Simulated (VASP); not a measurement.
# N2 in VASP: single point with PBE

Aim: the single point of N2 with PBE.

Everything below comes from runs of VASP 6.6.1. Logs are shortened: lines on timing, memory, paths and dates and some standing lists are left out, and cuts for length are marked.

### Step 1. The cell of the first run

The cell holds a molecule in a box, 2 atoms: a = 12.000 Å, b = 12.000 Å, c = 12.000 Å, α = 90.00°, β = 90.00°, γ = 90.00°.

### Step 2. Single point, PBE

INCAR reads:

```
SYSTEM = N
PREC = Accurate
ENCUT = 1000
EDIFF = 1E-6
ISMEAR = 0
SIGMA = 0.01
LREAL = .False.
LASPH = .True.
NELM = 120
ALGO = Normal
ISIF = 2
LWAVE = .False.
LCHARG = .False.
GGA = PE
NBANDS = 12
GGA_COMPAT = .False.
NELMDL = -8
```

KPOINTS reads:

```
Automatic mesh
0
Gamma
  1 1 1
  0 0 0
```

POSCAR reads:

```
N
1.0
   12.0000000000      0.0000000000      0.0000000000
    0.0000000000     12.0000000000      0.0000000000
    0.0000000000      0.0000000000     12.0000000000
N
2
Direct
    0.5000000000      0.5000000000      0.4542500000
    0.5000000000      0.5000000000      0.5457500000
```

Potentials or basis: VASP PAW PBE potentials, release 64 (N_h).

Started as:

```
> cat potpaw_PBE.64/N_h/POTCAR > POTCAR
> mpirun -np 1 vasp_gam > vasp.out
```

OUTCAR:

```text
SYSTEM = N
   PREC = Accurate
   ENCUT = 1000
   EDIFF = 1E-6
   ISMEAR = 0
   LREAL = .False.
   LASPH = .True.
   NELM = 120
   ISIF = 2
   GGA = PE
   NELMDL = -8

 ion  position               nearest neighbor table
   1  0.500  0.500  0.454-   2 1.10
   2  0.500  0.500  0.546-   1 1.10

  LATTYP: Found a simple cubic cell.
 ALAT       =    12.0000000000

  Lattice vectors:

 A1 = (  12.0000000000,   0.0000000000,   0.0000000000)
 A2 = (   0.0000000000,  12.0000000000,   0.0000000000)
 A3 = (   0.0000000000,   0.0000000000,  12.0000000000)

Analysis of symmetry for initial positions (statically):
=====================================================================
 Subroutine PRICEL returns:
 Original cell was already a primitive cell.

 Routine SETGRP: Setting up the symmetry group for a
 simple cubic supercell.

 Subroutine GETGRP returns: Found 16 space group operations
 (whereof 16 operations were pure point group operations)
 out of a pool of 48 trial point group operations.

The static configuration has the point symmetry D_4h.

Analysis of symmetry for dynamics (positions and initial velocities):
=====================================================================
 Subroutine PRICEL returns:
 Original cell was already a primitive cell.

 Routine SETGRP: Setting up the symmetry group for a
 simple cubic supercell.

 Subroutine GETGRP returns: Found 16 space group operations
 (whereof 16 operations were pure point group operations)
 out of a pool of 48 trial point group operations.

The dynamic configuration has the point symmetry D_4h.

 Subroutine INISYM returns: Found 16 space group operations
 (whereof 16 operations are pure point group operations),
 and found     1 'primitive' translations

----------------------------------------------------------------------------------------

                                     Primitive cell

  volume of cell :    1728.0000

  direct lattice vectors                    reciprocal lattice vectors
    12.000000000  0.000000000  0.000000000     0.083333333  0.000000000  0.000000000
[... 55 lines left out ...]
   ICHARG =      2    charge: 1-file 2-atom 10-const
   ISPIN  =      1    spin polarized calculation?
   LNONCOLLINEAR =      F non collinear calculations
   LSORBIT =      F    spin-orbit coupling
   LASPH  =      T    aspherical Exc in radial PAW
   ENCUT  = 1000.0 eV  73.50 Ry    8.57 a.u.  30.94 30.94 30.94*2*pi/ulx,y,z
   NELM   =    120;   NELMIN=  2; NELMDL= -8     # of ELM steps
   EDIFF  = 0.1E-05   stopping-criterion for ELM
   LREAL  =      F    real-space projection
   EDIFFG = 0.1E-04   stopping-criterion for IOM
   NSW    =      0    number of steps for IOM
   IBRION =     -1    ionic relax: 0-MD 1-quasi-New 2-CG
   NFREE  =      0    steps in history (QN), initial steepest desc. (CG)
   ISIF   =      2    stress and relaxation
   ISYM   =      2    0-nonsym 1-usesym 2-fastsym
   POTIM  = 0.5000    time-step for ionic-motion
   TEBEG  =    0.0;   TEEND  =   0.0 temperature during run
   PSTRESS=    0.0 pullay stress
   NELECT =      10.0000    total number of electrons
   NUPDOWN=      -1.0000    fix difference up-down
   EMIN   =  10.00;   EMAX   =-10.00  energy-range for DOS
   EFERMI =   0.00;   METHOD = LEGACY
   ISMEAR =     0;   SIGMA  =   0.01  broadening in eV -4-tet -1-fermi 0-gaus
   EFERMI_NEDOS =   21; number of points for ismear=-14 and -15
   IALGO  =     38    algorithm
   IMIX   =      4    mixing-type and parameters
     AMIX     =   0.40;   BMIX     =  1.00
     AMIX_MAG =   1.60;   BMIX_MAG =  1.00
  volume/ion in A,a.u.               =     864.00      5830.56
  Fermi-wavevector in a.u.,A,eV,Ry     =   0.293918  0.555425  1.175381  0.086388
  Thomas-Fermi vector in A             =   1.156025
   LORBIT       =      0    0 simple, 1 ext, 2 COOP (PROOUT), +10 PAW based schemes
   GGA     = PE    functional components
   LHFCALC =     F    Hartree Fock is set to
   AEXX    =    0.0000 exact exchange contribution
   IVDW    =     0    specifies the selected vdW correction
   LEPSILON=     F    determine dielectric tensor
   LRPA    =     F    only Hartree local field effects (RPA)
 non-spin polarized calculation
 Gauss-broadening in eV      SIGMA  =   0.01
  energy-cutoff  :     1000.00
  volume of cell :     1728.00
 maximum number of plane-waves:     62049
 NGX is ok and might be reduce to   126
   NGX = 61   NGY = 61   NGZ = 61

 number of electron      10.0000000 magnetization

 Free energy of the ion-electron system (eV)
  ---------------------------------------------------
  ext. energy  EPLUGINS =         0.00000000
  ---------------------------------------------------
  free energy    TOTEN  =       -16.82003592 eV

  energy without entropy =      -16.82003592  energy(sigma->0) =      -16.82003592

 E-fermi : -10.1007     XC(G=0):  -0.3596

 val. band max:      -10.1577487584   @ k =   0.0000   0.0000   0.0000
 cond. band min:      -1.8537410869   @ k =   0.0000   0.0000   0.0000
 fundamental gap:      8.3040076715
 Fermi energy:       -10.1006656123

 k-point     1 :       0.0000    0.0000    0.0000
  band No.  band energies     occupation
      1     -28.1702      2.00000
      2     -13.4095      2.00000
      3     -11.5329      2.00000
      4     -11.5329      2.00000
      5     -10.1577      2.00000
      6      -1.8537      0.00000
      7      -1.8537      0.00000
      8      -0.1483      0.00000
      9       0.8165      0.00000
     10       0.8166      0.00000
     11       0.8166      0.00000
     12       0.8417      0.00000

------------------------ aborting loop because EDIFF is reached ----------------------------------------

  FORCE on cell =-STRESS in cart. coord.  units (eV):
  Direction    XX          YY          ZZ          XY          YZ          ZX
  --------------------------------------------------------------------------------------
  -------------------------------------------------------------------------------------
  Total       -0.0125632     -0.0125632      0.7259368     -0.0000000     -0.0000000      0.0000000
  in kB       -0.0116484     -0.0116484      0.6730784     -0.0000000     -0.0000000      0.0000000
  external PRESSURE =       0.2165939 kB  Pullay stress =       0.0000000 kB

 VOLUME and BASIS-vectors are now :
 -----------------------------------------------------------------------------
  energy-cutoff  :     1000.00
  volume of cell :     1728.00
      direct lattice vectors                 reciprocal lattice vectors
    12.000000000  0.000000000  0.000000000     0.083333333  0.000000000  0.000000000
     0.000000000 12.000000000  0.000000000     0.000000000  0.083333333  0.000000000
     0.000000000  0.000000000 12.000000000     0.000000000  0.000000000  0.083333333

 POSITION                                       TOTAL-FORCE (eV/Angst)
 -----------------------------------------------------------------------------------
      6.00000      6.00000      5.45100        -0.000000     -0.000000     -0.672129
      6.00000      6.00000      6.54900         0.000000      0.000000      0.672129
 -----------------------------------------------------------------------------------
    total drift:                                0.000000     -0.000000      0.000000

  FREE ENERGIE OF THE ION-ELECTRON SYSTEM (eV)
  ---------------------------------------------------
  free  energy   TOTEN  =       -16.8200359160 eV

  energy  without entropy=      -16.8200359160  energy(sigma->0) =      -16.82003592
```

OSZICAR:

```text
N       E                     dE             d eps       ncg     rms          rms(c)
DAV:   1     0.118704805306E+03    0.11870E+03   -0.24406E+03    24   0.677E+02
DAV:   2     0.409486092537E+02   -0.77756E+02   -0.76609E+02    44   0.497E+01
DAV:   3    -0.134548868762E+02   -0.54403E+02   -0.54312E+02    48   0.864E+01
[... 15 lines left out ...]
DAV:  19    -0.168200198564E+02   -0.21696E-04   -0.60025E-07    28   0.313E-03    0.593E-04
DAV:  20    -0.168200312290E+02   -0.11373E-04   -0.21527E-07    32   0.241E-03    0.284E-04
DAV:  21    -0.168200345352E+02   -0.33061E-05   -0.50283E-08    32   0.112E-03    0.149E-04
DAV:  22    -0.168200356182E+02   -0.10830E-05    0.10908E-08    24   0.443E-04    0.634E-05
DAV:  23    -0.168200359160E+02   -0.29788E-06    0.24730E-08    28   0.228E-04
   1 F= -.16820036E+02 E0= -.16820036E+02  d E =-.398109E-16
```

Run time: 7 min. Hardware: 1 thread of Intel Xeon Platinum 8259CL at 2.50GHz (Skylake/Cascade Lake), shared host; peak memory 2.5 GiB.

Results:

```yaml
Free_energy: -16.8200 eV
Largest_force: 0.672 eV/Å
Gap_between_the_frontier_levels: 8.30 eV
```

Forces in eV/Å, atoms in the order of the input:
```
N    0.000  0.000 -0.672
N    0.000  0.000  0.672
```

Levels at points of the mesh, in eV from the valence-band top:
```
           k point  band 2  band 3  band 4  band 5  band 6  band 7  band 8  band 9
(0.00, 0.00, 0.00)   -3.25   -1.38   -1.38    0.00    8.30    8.30   10.01   10.97
```
